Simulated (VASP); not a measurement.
# ZrO2 (Fm-3m) in VASP: notebook, part 2 of 2

VASP 6.6.1.

**3. Single point, PBEsol**

This run uses another cell than the first one, of 10.82 Å³/atom.

INCAR reads:

```
SYSTEM = ZrO2
PREC = Accurate ; ENCUT = 600
EDIFF = 1E-6 ; ISMEAR = 0
SIGMA = 0.02 ; LREAL = .FALSE.
LASPH = .TRUE. ; NELM = 120
ALGO = Normal ; ISIF = 2
LWAVE = .FALSE. ; LCHARG = .FALSE.
GGA = PS ; NBANDS = 19
GGA_COMPAT = .FALSE.
```

KPOINTS reads:

```
regular mesh
0
G
  8 8 8
  0 0 0
```

POSCAR reads:

```
ZrO2
1.0
    0.0000000000      2.5321241489      2.5321241489
    2.5321241489      0.0000000000      2.5321241489
    2.5321241489      2.5321241489      0.0000000000
Zr O
1 2
Direct
    0.0000000000      0.0000000000      0.0000000000
    0.2500000000      0.2500000000      0.2500000000
    0.7500000000      0.7500000000      0.7500000000
```

Potentials or basis: VASP PAW PBE potentials, release 64 (Zr_sv, O).

On the command line:

```sh
$ cat potpaw_PBE.64/Zr_sv/POTCAR potpaw_PBE.64/O/POTCAR > POTCAR
$ mpirun -np 1 vasp_std > vasp.out
```

OUTCAR:

```text
SYSTEM = ZrO2
   PREC = Accurate
   ENCUT = 600
   EDIFF = 1E-6
   ISMEAR = 0
   LREAL = .FALSE.
   LASPH = .TRUE.
   NELM = 120
   ISIF = 2
   GGA = PS

 ion  position               nearest neighbor table
   1  0.000  0.000  0.000-   2 2.19   3 2.19   3 2.19   3 2.19   3 2.19   2 2.19   2 2.19   2 2.19

   2  0.250  0.250  0.250-   1 2.19   1 2.19   1 2.19   1 2.19
   3  0.750  0.750  0.750-   1 2.19   1 2.19   1 2.19   1 2.19

  LATTYP: Found a face centered cubic cell.
 ALAT       =     5.0642482978

  Lattice vectors:

[... 701 lines left out ...]
      6      -8.8697      2.00000
[... 11 lines left out ...]
     18      17.8267      0.00000
     19      21.9122      0.00000

 [... further k-points ...]
[... 5 lines left out ...]
  --------------------------------------------------------------------------------------
  -------------------------------------------------------------------------------------
  Total        0.0436730      0.0436730      0.0436730      0.0000000      0.0000000     -0.0000000
  in kB        2.1549568      2.1549568      2.1549568      0.0000000      0.0000000     -0.0000000
  external PRESSURE =       2.1549568 kB  Pullay stress =       0.0000000 kB

 VOLUME and BASIS-vectors are now :
 -----------------------------------------------------------------------------
  energy-cutoff  :      600.00
  volume of cell :       32.47
      direct lattice vectors                 reciprocal lattice vectors
     0.000000000  2.532124149  2.532124149    -0.197462672  0.197462672  0.197462672
     2.532124149  0.000000000  2.532124149     0.197462672 -0.197462672  0.197462672
     2.532124149  2.532124149  0.000000000     0.197462672  0.197462672 -0.197462672

 POSITION                                       TOTAL-FORCE (eV/Angst)
 -----------------------------------------------------------------------------------
      0.00000      0.00000      0.00000         0.000000     -0.000000     -0.000000
      1.26606      1.26606      1.26606        -0.000000     -0.000000     -0.000000
      3.79819      3.79819      3.79819         0.000000      0.000000      0.000000
 -----------------------------------------------------------------------------------
    total drift:                                0.000000     -0.000000      0.000000

  FREE ENERGIE OF THE ION-ELECTRON SYSTEM (eV)
  ---------------------------------------------------
  free  energy   TOTEN  =       -29.9292376399 eV

  energy  without entropy=      -29.9292376399  energy(sigma->0) =      -29.92923764
```

Wall time 25 s (1 thread of AMD EPYC 7R43 (Zen 3), shared host); peak memory 0.14 GiB.

Results:

- Free energy: -29.9292 eV
- Pressure: 0.2 GPa
- Band gap on the k mesh: 3.32 eV (least direct gap 3.76 eV)

Levels at points of the mesh, in eV from the valence-band top:
| k point | band 9 | band 10 | band 11 | band 12 | band 13 | band 14 | band 15 | band 16 |
| --- | --- | --- | --- | --- | --- | --- | --- | --- |
| (0.00, 0.00, 0.00) | -5.37 | -0.55 | -0.55 | -0.55 | 3.32 | 3.32 | 6.49 | 9.59 |
| (0.50, 0.00, 0.00) | -2.60 | -2.52 | -1.67 | -1.67 | 4.00 | 4.00 | 6.23 | 8.64 |
| (0.50, 0.50, 0.00) | -3.21 | -1.55 | -1.55 | 0.00 | 3.76 | 4.78 | 5.97 | 7.42 |

Caveat: the PAW data sets were made with another functional, which shifts forces and pressure a little. A k mesh can miss the band edges.

**4. Relaxation of cell and atoms, PBEsol**

INCAR reads:

```
PREC     = Accurate       # precision mode
ENCUT    = 600            # plane-wave cutoff, eV
EDIFF    = 1E-7           # SCF threshold, eV
ISMEAR   = 0              # smearing method
SIGMA    = 0.02           # smearing width, eV
LREAL    = False          # projectors in reciprocal space
LASPH    = True           # aspherical terms in the spheres
NELM     = 120            # most SCF steps
ALGO     = Normal         # electronic algorithm
ISIF     = 3              # what is computed and relaxed
LWAVE    = False          # write WAVECAR
LCHARG   = False          # write CHGCAR
GGA      = PS             # functional
IBRION   = 2              # ionic algorithm
NSW      = 100            # ionic steps
EDIFFG   = -0.002         # ionic threshold
GGA_COMPAT= False        
NELMIN   = 4
```

KPOINTS reads:

```
regular mesh
0
Gamma
  8 8 8
```

POSCAR reads:

```
ZrO2
1.0
    0.0000000000      2.5450727100      2.5450727100
    2.5450727100      0.0000000000      2.5450727100
    2.5450727100      2.5450727100      0.0000000000
Zr O
1 2
Direct
    0.0000000000      0.0000000000      0.0000000000
    0.2500000000      0.2500000000      0.2500000000
    0.7500000000      0.7500000000      0.7500000000
```

On the command line:

```sh
$ cat potpaw_PBE.64/Zr_sv/POTCAR potpaw_PBE.64/O/POTCAR > POTCAR
$ mpirun -np 1 vasp_std > vasp.out
```

It took 60 s on 1 thread of AMD EPYC 7R43 (Zen 3), shared host; peak memory 0.15 GiB.

The run converged. Its results:

* Free energy: -29.9308 eV
* Relaxed volume: 10.83 Å³/atom
* Relaxed cell: a = 3.582 Å, b = 3.582 Å, c = 3.582 Å, α = 60.00°, β = 60.00°, γ = 60.00°
* Space group after relaxing (to 0.1 Å): Fm-3m (No. 225)
* Energy gained by relaxing: 1.8 meV/atom
* Ionic steps: 3
* Pressure after relaxing: 0.0 GPa
* Band gap on the k mesh: 3.32 eV (least direct gap 3.76 eV)

The path:
```csv
step,energy change (eV),largest force (eV/Å),pressure (GPa),volume (Å³)
1,0.0000,0.0000,-3.57,32.97
2,0.0064,0.0000,5.63,31.82
3,-0.0053,0.0000,-0.02,32.50
```

Final structure:
```
Zr O
1.0
     0.00000    2.53289    2.53289
     2.53289    0.00000    2.53289
     2.53289    2.53289    0.00000
Zr O
1 2
Direct
  0.00000 0.00000 0.00000
  0.25000 0.25000 0.25000
  0.75000 0.75000 0.75000
```

Levels at points of the mesh, in eV from the valence-band top:
```csv
k point,band 9,band 10,band 11,band 12,band 13,band 14,band 15,band 16
"(0.00, 0.00, 0.00)",-5.37,-0.55,-0.55,-0.55,3.32,3.32,6.48,9.58
"(0.50, 0.00, 0.00)",-2.60,-2.52,-1.67,-1.67,4.00,4.00,6.22,8.63
"(0.50, 0.50, 0.00)",-3.21,-1.54,-1.54,0.00,3.76,4.78,5.96,7.41
```

Caveat: the PAW data sets were made with another functional, which shifts forces and pressure a little. A k mesh can miss the band edges.

**5. The runs side by side**

```tsv
task	cell	k mesh	smearing	gap on the mesh (eV)	pressure (GPa)
single point	a = 3.599 Å, angles 60.0°, 3 atoms	6 × 6 × 6	gaussian 0.1 eV	3.28	-3.6
single point	a = 3.581 Å, angles 60.0°, 3 atoms	8 × 8 × 8	gaussian 0.02 eV	3.32	0.2
relaxation of cell and atoms	relaxed from a = 3.599 Å, angles 60.0°, 3 atoms	8 × 8 × 8	gaussian 0.02 eV	3.32	0.0
```

Alike in all rows: level PBEsol; potentials or basis VASP PAW PBE potentials, release 64 (Zr_sv, O); no spin polarisation; cutoff (eV) 600.

Caveats: the PAW data sets were made with another functional, which shifts forces and pressure a little; the cell stands under tension (at least some runs).

Total energies depend on the potentials used, so only differences within one code and one set of settings carry meaning.
